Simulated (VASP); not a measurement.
Input of a VASP 6.6.1 run:

Contents of INCAR:

```
SYSTEM = Cr
PREC = Accurate ; ENCUT = 520
EDIFF = 1E-6 ; ISMEAR = -1
SIGMA = 0.1 ; LREAL = .FALSE.
LASPH = .TRUE. ; NELM = 80
ALGO = Normal ; ISIF = 2
LWAVE = .FALSE. ; LCHARG = .TRUE.
GGA = PS ; LELF = .TRUE.
LVHAR = .TRUE. ; NBANDS = 32
```

The input KPOINTS:

```
regular mesh
0
G
  16 16 4
  0 0 0
```

Contents of POSCAR:

```
Cr
1.0
    2.4052787290      0.0000000000      0.0000000000
   -1.2026393645      2.0830324825      0.0000000000
    0.0000000000      0.0000000000      8.4331114195
Cr
4
Direct
    1.0000000000      0.0000000000      0.0000000000
    1.0000000000      0.0000000000      0.5000000000
    0.3333333333      0.6666666667      0.2500000000
    0.6666666667      0.3333333333      0.7500000000
```

Potentials or basis: VASP PAW PBE potentials, release 64 (Cr_pv).

Run with:

```bash
$ cat potpaw_PBE.64/Cr_pv/POTCAR > POTCAR
$ mpirun -np 1 vasp_std > vasp.out
```

Question: Predict the band gap on the k mesh.

Answer: Zero (band 24 reaches 12.98 eV, above the bottom of band 25 at 11.60 eV).

Question: Estimate the pressure.

Answer: 24.9 GPa.

Stress tensor (GPa, compression positive):
```
25.63  0.00  0.00
 0.00 25.63  0.00
 0.00  0.00 23.42
```

Caveat: the PAW data sets were made with another functional, which shifts forces and pressure a little; the run has no spin polarisation, though such a crystal can be magnetic. Spin polarisation is off, so any magnetic state and its effect on volume and gap are missing.
